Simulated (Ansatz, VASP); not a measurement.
# ScZn in VASP and in Ansatz

```
Sc Zn
1.0
     3.30170    0.00000    0.00000
     0.00000    3.30170    0.00000
     0.00000    0.00000    3.30170
Sc Zn
1 1
Direct
  0.00000 0.00000 0.00000
  0.50000 0.50000 0.50000
```

Alike in both runs: task single point; functional PBEsol; k mesh 10 × 10 × 10; occupations fermi-dirac, width 0.1 eV; non-collinear spin, spin-orbit coupling.

|  | VASP | Ansatz |
| --- | --- | --- |
| version | VASP 6.6.1 | Ansatz 0.2.0 |
| potentials or method | VASP PAW PBE potentials, release 64 (Sc_sv, Zn), cutoff 520 eV | all-electron LAPW |

```csv
,VASP,Ansatz,Ansatz less VASP
pressure (GPa),0.2,0.0,-0.21
net moment per atom (μB),0.00,0.00,0.000
```

VASP's potentials were made for PBE, not for PBEsol. Ansatz ran all-electron here, and VASP with PAW potentials.
